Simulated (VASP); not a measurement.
The system is Cs2Cl3.

```
CELL_PARAMETERS angstrom
5.36980 0.00000 0.00000
-2.68490 4.65039 0.00000
0.00000 0.00000 6.48354
ATOMIC_POSITIONS crystal
Cs 0.33333 0.66667 0.13800
Cs 0.66667 0.33333 0.86200
Cl 0.00000 0.00000 0.00000
Cl 0.33333 0.66667 0.62500
Cl 0.66667 0.33333 0.37500
```

| Property | Result |
| --- | --- |
| Program | VASP 6.6.1 |
| Task | relaxation of cell and atoms |
| Functional | PBE |
| Potentials or basis | VASP PAW PBE potentials, release 64 (Cs_sv, Cl) |
| Cutoff | 600 eV |
| k mesh | 6 × 6 × 4 |
| Occupations | gaussian, width 0.1 eV |
| Spin | no spin polarisation |

At the start: pressure 5.4 GPa; volume 32.38 Å³/atom.

Task: How do energy, volume and symmetry change on relaxing?

Result: Over 32 steps the energy falls by 217.2 meV/atom and the volume is 44.10 Å³/atom (+36.2 %); space group P-3m1 (No. 164, to 0.1 Å) before and after.

Step by step:
| step | energy change (eV) | largest force (eV/Å) | pressure (GPa) | volume (Å³) |
| --- | --- | --- | --- | --- |
| 1 | 0.0000 | 0.7564 | 5.44 | 161.90 |
| 2 | -0.6014 | 0.5144 | 1.59 | 189.03 |
| 3 | -0.7184 | 0.4494 | 0.34 | 205.75 |
| 4 | -0.7335 | 0.4307 | -0.07 | 213.56 |
| 5 | -0.7343 | 0.4270 | -0.16 | 215.53 |
| 6 | -0.7599 | 0.3911 | -0.13 | 214.93 |
| 7 | -0.8262 | 0.2759 | -0.01 | 213.14 |
| 8 | -0.9057 | 0.3464 | 0.32 | 209.58 |
| 9 | -0.8014 | 0.7029 | 1.47 | 202.60 |
| 10 | -0.9149 | 0.3966 | 0.50 | 208.11 |
| 11 | -0.9395 | 0.3568 | 0.43 | 209.47 |
| 12 | -0.9957 | 0.2502 | 0.25 | 213.52 |
| 13 | -1.0374 | 0.0842 | 0.06 | 221.48 |
| 14 | -1.0395 | 0.0846 | 0.02 | 222.03 |
| 15 | -1.0435 | 0.0858 | -0.09 | 223.66 |
| 16 | -1.0424 | 0.0895 | -0.30 | 226.93 |
| 17 | -1.0444 | 0.0871 | -0.18 | 225.00 |
| 18 | -1.0465 | 0.0868 | -0.16 | 224.15 |
| 19 | -1.0515 | 0.0843 | -0.10 | 221.62 |
| 20 | -1.0550 | 0.0713 | 0.06 | 216.56 |
| 21 | -1.0552 | 0.0757 | 0.02 | 217.65 |
| 22 | -1.0575 | 0.0764 | 0.03 | 217.55 |
| 23 | -1.0633 | 0.0750 | 0.04 | 217.22 |
| 24 | -1.0667 | 0.0790 | 0.11 | 216.43 |
| 25 | -1.0672 | 0.0698 | 0.08 | 216.68 |
| 26 | -1.0708 | 0.0721 | 0.03 | 217.98 |
| 27 | -1.0774 | 0.0756 | -0.10 | 221.94 |
| 28 | -1.0725 | 0.0670 | -0.34 | 229.99 |
| 29 | -1.0785 | 0.0755 | -0.18 | 224.26 |
| 30 | -1.0821 | 0.0671 | -0.11 | 222.92 |
| 31 | -1.0850 | 0.0510 | 0.03 | 220.23 |
| 32 | -1.0859 | 0.0389 | 0.01 | 220.50 |

Final structure:
```
CELL_PARAMETERS angstrom
5.95794 0.00000 0.00000
-2.97897 5.15973 0.00000
0.00000 0.00000 7.17265
ATOMIC_POSITIONS crystal
Cs 0.33333 0.66667 0.21853
Cs 0.66667 0.33333 0.78147
Cl 0.00000 0.00000 0.00000
Cl 0.33333 0.66667 0.71990
Cl 0.66667 0.33333 0.28010
```

Caveat: the volume moved by over 15 % at a fixed basis, so the end points are rough; an odd number of electrons without spin polarisation forces a metal; a magnetic or distorted state may lie lower.
